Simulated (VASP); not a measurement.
# SnO2 (P1) in VASP: further runs

SnO2 is run at these levels: PBE; tasks: single point.

Program: VASP 6.6.1. These are calculated values, not measurements. Logs are shortened: lines on timing, memory, paths and dates and some standing lists are left out, and cuts for length are marked.

## 1. The cell of the first run

The typed cell holds 6 atoms: a = 4.708 Å, b = 4.708 Å, c = 3.167 Å, α = 90.00°, β = 90.00°, γ = 90.00°.

## 2. Single point, PBE

The input, INCAR:

```
PREC     = Accurate       # precision mode
ENCUT    = 520            # plane-wave cutoff, eV
EDIFF    = 1E-6           # SCF threshold, eV
ISMEAR   = -1             # smearing method
SIGMA    = 0.05           # smearing width, eV
LREAL    = False          # projectors in reciprocal space
LASPH    = True           # aspherical terms in the spheres
NELM     = 100            # most SCF steps
ALGO     = Normal         # electronic algorithm
ISIF     = 2              # what is computed and relaxed
LWAVE    = False          # write WAVECAR
LCHARG   = False          # write CHGCAR
GGA      = PE             # functional
NBANDS   = 35             # bands
```

The input, KPOINTS:

```
regular mesh
0
Gamma
  3 3 5
```

The input, POSCAR:

```
SnO2
1.0
    4.7083472500      0.0000000000      0.0000000000
    0.0000000000      4.7083472500      0.0000000000
    0.0000000000      0.0000000000      3.1665573100
Sn O
2 4
Direct
    0.0003848484      0.0022615154      0.0006394958
    0.5025914348      0.5019018085      0.4922724737
    0.2902797792      0.3081336025      0.0232605927
    0.1905647465      0.8078057539      0.5010466714
    0.6913056381      0.6875259678      0.0012044626
    0.7962995932      0.1999070905      0.5141590190
```

Potentials or basis: VASP PAW PBE potentials, release 64 (Sn_d, O).

Command:

```bash
$ cat potpaw_PBE.64/Sn_d/POTCAR potpaw_PBE.64/O/POTCAR > POTCAR
$ mpirun -np 1 vasp_std > vasp.out
```

OUTCAR:

```text
PREC = Accurate
   ENCUT = 520
   EDIFF = 1E-6
   ISMEAR = -1
   LREAL = False
   LASPH = True
   NELM = 100
   ISIF = 2
   GGA = PE

 ion  position               nearest neighbor table
   1  0.000  0.002  0.001-   3 1.99   4 2.04   4 2.04   6 2.04   5 2.08   6 2.11   2 3.67   2 3.67
                             2 3.68   2 3.68   2 3.69   2 3.69   2 3.70   2 3.71
   2  0.503  0.502  0.492-   6 1.98   5 1.99   3 2.01   5 2.04   4 2.06   3 2.16   1 3.67   1 3.67
                             1 3.68   1 3.68   1 3.69   1 3.69   1 3.70   1 3.71
   3  0.290  0.308  0.023-   1 1.99   2 2.01   2 2.16
   4  0.191  0.808  0.501-   1 2.04   1 2.04   2 2.06
   5  0.691  0.688  0.001-   2 1.99   2 2.04   1 2.08
   6  0.796  0.200  0.514-   2 1.98   1 2.04   1 2.11

  LATTYP: Found a simple tetragonal cell.
 ALAT       =     4.7083472500
 C/A-ratio  =     0.6725411576

  Lattice vectors:

 A1 = (   4.7083472500,   0.0000000000,   0.0000000000)
 A2 = (   0.0000000000,   4.7083472500,   0.0000000000)
 A3 = (   0.0000000000,   0.0000000000,   3.1665573100)

Analysis of symmetry for initial positions (statically):
=====================================================================
 Subroutine PRICEL returns:
 Original cell was already a primitive cell.

 Routine SETGRP: Setting up the symmetry group for a
 simple tetragonal supercell.

 Subroutine GETGRP returns: Found  1 space group operations
 (whereof  1 operations were pure point group operations)
 out of a pool of 16 trial point group operations.

The static configuration has the point symmetry C_1 .

Analysis of symmetry for dynamics (positions and initial velocities):
=====================================================================
 Subroutine PRICEL returns:
 Original cell was already a primitive cell.

 Routine SETGRP: Setting up the symmetry group for a
 simple tetragonal supercell.

 Subroutine GETGRP returns: Found  1 space group operations
 (whereof  1 operations were pure point group operations)
 out of a pool of 16 trial point group operations.

The dynamic configuration has the point symmetry C_1 .

 Subroutine INISYM returns: Found  1 space group operations
 (whereof  1 operations are pure point group operations),
 and found     1 'primitive' translations

----------------------------------------------------------------------------------------

                                     Primitive cell

  volume of cell :      70.1979

  direct lattice vectors                    reciprocal lattice vectors
     4.708347250  0.000000000  0.000000000     0.212388753  0.000000000  0.000000000
     0.000000000  4.708347250  0.000000000     0.000000000  0.212388753  0.000000000
     0.000000000  0.000000000  3.166557310     0.000000000  0.000000000  0.315800379

  length of vectors
     4.708347250  4.708347250  3.166557310     0.212388753  0.212388753  0.315800379

  position of ions in fractional coordinates (direct lattice)
     0.000384848  0.002261515  0.000639496
     0.502591435  0.501901809  0.492272474
     0.290279779  0.308133602  0.023260593
     0.190564747  0.807805754  0.501046671
     0.691305638  0.687525968  0.001204463
     0.796299593  0.199907090  0.514159019

  ion indices of the primitive-cell ions
   primitive index   ion index
                 1           1
                 2           2
                 3           3
                 4           4
                 5           5
                 6           6

----------------------------------------------------------------------------------------

 KPOINTS: regular mesh

Automatic generation of k-mesh.
 Grid dimensions read from file:
 generate k-points for:    3    3    5

 Generating k-lattice:

  Cartesian coordinates                     Fractional coordinates (reciprocal lattice)
     0.070796251  0.000000000  0.000000000     0.333333333  0.000000000  0.000000000
     0.000000000  0.070796251  0.000000000     0.000000000  0.333333333  0.000000000
     0.000000000  0.000000000  0.063160076     0.000000000  0.000000000  0.200000000

  Length of vectors
     0.070796251  0.070796251  0.063160076

  Shift w.r.t. Gamma in fractional coordinates (k-lattice)
     0.000000000  0.000000000  0.000000000

 Subroutine IBZKPT returns following result:
 ===========================================

 Found     23 irreducible k-points:

 Following reciprocal coordinates:
            Coordinates               Weight
  0.000000  0.000000  0.000000      1.000000
  0.333333  0.000000  0.000000      2.000000
  0.000000  0.333333  0.000000      2.000000
  0.333333  0.333333  0.000000      2.000000
 -0.333333  0.333333  0.000000      2.000000
  0.000000  0.000000  0.200000      2.000000
[... 15 lines left out ...]
 -0.333333 -0.333333  0.400000      2.000000
  0.333333 -0.333333  0.400000      2.000000
   k-points           NKPTS =     23   k-points in BZ     NKDIM =     23   number of bands    NBANDS=     35
   number of dos      NEDOS =    301   number of ions     NIONS =      6
   total plane-waves  NPLWV =  31104
   dimension x,y,z NGX =    36 NGY =   36 NGZ =   24
   dimension x,y,z NGXF=    72 NGYF=   72 NGZF=   48
   ions per type =               2   4
   NGX,Y,Z   is equivalent  to a cutoff of  12.71, 12.71, 12.60 a.u.
   NGXF,Y,Z  is equivalent  to a cutoff of  25.42, 25.42, 25.20 a.u.
 SYSTEM =  unknown system
   PREC   = accura    normal or accurate (medium, high low for compatibility)
   ISTART =      0    job   : 0-new  1-cont  2-samecut
   ICHARG =      2    charge: 1-file 2-atom 10-const
   ISPIN  =      1    spin polarized calculation?
   LNONCOLLINEAR =      F non collinear calculations
   LSORBIT =      F    spin-orbit coupling
   LASPH  =      T    aspherical Exc in radial PAW
   ENCUT  =  520.0 eV  38.22 Ry    6.18 a.u.   8.75  8.75  5.89*2*pi/ulx,y,z
   NELM   =    100;   NELMIN=  2; NELMDL= -5     # of ELM steps
   EDIFF  = 0.1E-05   stopping-criterion for ELM
   LREAL  =      F    real-space projection
   EDIFFG = 0.1E-04   stopping-criterion for IOM
   NSW    =      0    number of steps for IOM
   IBRION =     -1    ionic relax: 0-MD 1-quasi-New 2-CG
   NFREE  =      0    steps in history (QN), initial steepest desc. (CG)
   ISIF   =      2    stress and relaxation
   ISYM   =      2    0-nonsym 1-usesym 2-fastsym
   POTIM  = 0.5000    time-step for ionic-motion
   TEBEG  =    0.0;   TEEND  =   0.0 temperature during run
   PSTRESS=    0.0 pullay stress
   NELECT =      52.0000    total number of electrons
   NUPDOWN=      -1.0000    fix difference up-down
   EMIN   =  10.00;   EMAX   =-10.00  energy-range for DOS
   EFERMI =   0.00;   METHOD = LEGACY
   ISMEAR =    -1;   SIGMA  =   0.05  broadening in eV -4-tet -1-fermi 0-gaus
   EFERMI_NEDOS =   21; number of points for ismear=-14 and -15
   IALGO  =     38    algorithm
   IMIX   =      4    mixing-type and parameters
     AMIX     =   0.40;   BMIX     =  1.00
     AMIX_MAG =   1.60;   BMIX_MAG =  1.00
  volume/ion in A,a.u.               =      11.70        78.95
  Fermi-wavevector in a.u.,A,eV,Ry     =   1.481271  2.799196 29.853408  2.194164
  Thomas-Fermi vector in A             =   2.595202
   LORBIT       =      0    0 simple, 1 ext, 2 COOP (PROOUT), +10 PAW based schemes
   GGA     = PE    functional components
   LHFCALC =     F    Hartree Fock is set to
   AEXX    =    0.0000 exact exchange contribution
   IVDW    =     0    specifies the selected vdW correction
   LEPSILON=     F    determine dielectric tensor
   LRPA    =     F    only Hartree local field effects (RPA)
 non-spin polarized calculation
  energy-cutoff  :      520.00
  volume of cell :       70.20
 maximum number of plane-waves:      1915
   NGX = 17   NGY = 17   NGZ = 11

 number of electron      51.9999986 magnetization

 Free energy of the ion-electron system (eV)
  ---------------------------------------------------
  ext. energy  EPLUGINS =         0.00000000
  ---------------------------------------------------
  free energy    TOTEN  =       -36.90937341 eV

  energy without entropy =      -36.90937337  energy(sigma->0) =      -36.90937339

 E-fermi :   7.0919     XC(G=0): -11.3606

 val. band max:        6.3763946914   @ k =   0.0000   0.0000   0.0000
 cond. band min:       7.8072764476   @ k =   0.0000   0.0000   0.0000
 fundamental gap:      1.4308817563
 Fermi energy:         7.0919370304

 k-point     1 :       0.0000    0.0000    0.0000
  band No.  band energies     occupation
      1     -14.7994      2.00000
      2     -13.9439      2.00000
      3     -13.6686      2.00000
      4     -13.6528      2.00000
      5     -13.6393      2.00000
      6     -13.5786      2.00000
[... 27 lines left out ...]
     34      18.9751      0.00000
     35      19.0510      0.00000

 k-point     2 :       0.3333    0.0000    0.0000
  band No.  band energies     occupation
      1     -14.6223      2.00000
      2     -14.1815      2.00000
      3     -13.6973      2.00000
      4     -13.6576      2.00000
      5     -13.6290      2.00000
      6     -13.6072      2.00000
[... 27 lines left out ...]
     34      18.8325      0.00000
     35      19.1203      0.00000

 k-point     3 :       0.0000    0.3333    0.0000
  band No.  band energies     occupation
      1     -14.6232      2.00000
      2     -14.1832      2.00000
      3     -13.6973      2.00000
      4     -13.6573      2.00000
      5     -13.6296      2.00000
      6     -13.6060      2.00000
[... 27 lines left out ...]
     34      18.7375      0.00000
     35      19.0708      0.00000
[... 685 lines left out ...]
 k-point    22 :      -0.3333   -0.3333    0.4000
  band No.  band energies     occupation
      1     -14.6297      2.00000
      2     -14.4400      2.00000
      3     -14.0951      2.00000
      4     -13.7824      2.00000
      5     -13.5021      2.00000
      6     -13.4620      2.00000
[... 27 lines left out ...]
     34      18.2854      0.00000
     35      19.0195      0.00000

 k-point    23 :       0.3333   -0.3333    0.4000
  band No.  band energies     occupation
      1     -14.6283      2.00000
      2     -14.4542      2.00000
      3     -14.0925      2.00000
      4     -13.7666      2.00000
      5     -13.4972      2.00000
      6     -13.4722      2.00000
[... 27 lines left out ...]
     34      18.4207      0.00000
     35      19.0969      0.00000

------------------------ aborting loop because EDIFF is reached ----------------------------------------

  FORCE on cell =-STRESS in cart. coord.  units (eV):
  Direction    XX          YY          ZZ          XY          YZ          ZX
  --------------------------------------------------------------------------------------
  -------------------------------------------------------------------------------------
  Total        6.6758040      6.9601611      8.2470672      0.0512005     -0.0173325      0.5717084
  in kB      152.3666199    158.8567058    188.2286773      1.1685851     -0.3955925     13.0485064
  external PRESSURE =     166.4840010 kB  Pullay stress =       0.0000000 kB

 VOLUME and BASIS-vectors are now :
 -----------------------------------------------------------------------------
  energy-cutoff  :      520.00
  volume of cell :       70.20
      direct lattice vectors                 reciprocal lattice vectors
     4.708347250  0.000000000  0.000000000     0.212388753  0.000000000  0.000000000
     0.000000000  4.708347250  0.000000000     0.000000000  0.212388753  0.000000000
     0.000000000  0.000000000  3.166557310     0.000000000  0.000000000  0.315800379

 POSITION                                       TOTAL-FORCE (eV/Angst)
 -----------------------------------------------------------------------------------
      0.00181      0.01065      0.00203        -0.763971     -0.263289      0.381864
      2.36637      2.36313      1.55881        -1.136619     -0.033925      1.228584
      1.36674      1.45080      0.07366         0.599686      0.514397     -0.985286
      0.89725      3.80343      1.58659         0.197560     -0.220768      0.103773
      3.25491      3.23711      0.00381         0.607727      0.864431     -0.344371
      3.74925      0.94123      1.62811         0.495618     -0.860846     -0.384564
 -----------------------------------------------------------------------------------
    total drift:                                0.000124      0.000607      0.000404

  FREE ENERGIE OF THE ION-ELECTRON SYSTEM (eV)
  ---------------------------------------------------
  free  energy   TOTEN  =       -36.9093734080 eV

  energy  without entropy=      -36.9093733663  energy(sigma->0) =      -36.90937339
```

Wall time 32 s (1 thread of AMD EPYC 9R45 (Zen 5), shared host); peak memory 0.16 GiB.

What came out:

```
Free energy            : -36.9094 eV
Pressure               : 16.6 GPa
Largest force          : 1.674 eV/Å
Band gap on the k mesh : 1.43 eV
```

Forces in eV/Å, atoms in the order of the input:
```
Sn  -0.764 -0.263  0.382
Sn  -1.137 -0.034  1.229
O    0.600  0.514 -0.985
O    0.198 -0.221  0.104
O    0.608  0.864 -0.344
O    0.496 -0.861 -0.385
```

Caveat: the k points lie up to 0.44 Å⁻¹ apart; spin-orbit coupling is left out, which moves the levels of the heavy elements; forces of over 1 eV/Å act on the atoms, so gaps and moduli don't describe the material at rest. A hybrid or GW would open this gap; PBE tends to underestimate it.

## 3. Single point, PBE

The input, INCAR:

```
PREC = Accurate ; ENCUT = 520
EDIFF = 1E-7 ; ISMEAR = -1
SIGMA = 0.05 ; LREAL = False
LASPH = True ; NELM = 100
ALGO = Normal ; ISIF = 2
LWAVE = False ; LCHARG = False
GGA = PE ; NBANDS = 35
```

KPOINTS is that of step 2.

The input, POSCAR:

```
SnO2
1.0
    4.7083472500      0.0000000000      0.0000000000
    0.0000000000      4.7083472500      0.0000000000
    0.0000000000      0.0000000000      3.1665573100
Sn O
2 4
Direct
   -0.0027268592      0.0040519526      0.0087097745
    0.5020704452      0.5015481813      0.4959496533
    0.2979255619      0.3258478864     -0.0106045767
    0.2024859148      0.8130570658      0.5081967078
    0.7052100926      0.7068541939     -0.0156431718
    0.7972831656      0.1920427598      0.4992352404
```

Potentials or basis: VASP PAW PBE potentials, release 64 (Sn_d, O).

Command:

```bash
$ cat potpaw_PBE.64/Sn_d/POTCAR potpaw_PBE.64/O/POTCAR > POTCAR
$ mpirun -np 1 vasp_std > vasp.out
```

It took 36 s on 1 thread of AMD EPYC 9R45 (Zen 5), shared host; peak memory 0.16 GiB.

The run converged. Its results:

```
Free energy            : -36.9416 eV
Pressure               : 16.0 GPa
Largest force          : 1.687 eV/Å
Band gap on the k mesh : 1.40 eV
```

Forces in eV/Å, atoms in the order of the input:
```
Sn   1.215  0.409 -0.351
Sn   0.223  0.857 -0.547
O   -0.388 -0.609  0.457
O   -0.100  0.375 -0.239
O   -1.021 -1.247  0.497
O    0.071  0.215  0.183
```

Stress tensor (GPa, compression positive):
```
14.92  0.55 -0.44
 0.55 15.48  0.59
-0.44  0.59 17.67
```

Levels at points of the mesh, in eV from the valence-band top:
```
           k point  band 23  band 24  band 25  band 26  band 27  band 28  band 29  band 30
(0.00, 0.00, 0.00)    -1.22    -0.83    -0.78     0.00     1.40     6.33     6.42     6.47
```

Caveat: the k points lie up to 0.44 Å⁻¹ apart; spin-orbit coupling is left out, which moves the levels of the heavy elements; forces of over 1 eV/Å act on the atoms, so gaps and moduli don't describe the material at rest.
